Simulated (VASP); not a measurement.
Here is a VASP 6.6.1 calculation.

Contents of INCAR:

```
ALGO = Fast
EDIFF = 1E-7
EDIFFG = -0.04
ENCUT = 600
GGA = PE
IBRION = 2
ISIF = 3
ISMEAR = 0
LASPH = True
LCHARG = False
LREAL = False
LWAVE = False
NELM = 80
NSW = 90
PREC = Accurate
SIGMA = 0.1
```

Contents of KPOINTS:

```
k-points
0
Gamma
  6 6 6
```

POSCAR

```
AlPd4
1.0
   -2.6369476300      2.6369476300      2.6369476300
    2.6369476300     -2.6369476300      2.6369476300
    2.6369476300      2.6369476300     -2.6369476300
Al Pd
1 4
Direct
    0.0000000000      0.0000000000      0.0000000000
    0.0000000000      0.0000000000      0.5000000000
    0.0000000000      0.5000000000      0.0000000000
    0.5000000000      0.0000000000      0.0000000000
    0.5000000000      0.5000000000      0.5000000000
```

Potentials or basis: VASP PAW PBE potentials, release 64 (Al, Pd).

Command:

```console
$ cat potpaw_PBE.64/Al/POTCAR potpaw_PBE.64/Pd/POTCAR > POTCAR
$ mpirun -np 1 vasp_std > vasp.out
```

Question: Predict the relaxed volume.

Answer: 18.05 Å³/atom.

Question: Predict the relaxed cell.

Answer: a = 4.895 Å, b = 4.895 Å, c = 4.895 Å, α = 109.47°, β = 109.47°, γ = 109.47°.

Question: Predict the space group after relaxing (to 0.05 Å).

Answer: Im-3m (No. 229).

Step by step:
| step | energy change (eV) | largest force (eV/Å) | pressure (GPa) | volume (Å³) |
| --- | --- | --- | --- | --- |
| 1 | 0.0000 | 0.0000 | 36.88 | 73.34 |
| 2 | -0.1298 | 0.0000 | -14.05 | 115.34 |
| 3 | -1.5600 | 0.0000 | -0.91 | 90.83 |
| 4 | -1.5622 | 0.0000 | -0.32 | 90.27 |

Caveat: the volume moved by over 15 % at a fixed basis, so the end points are rough.
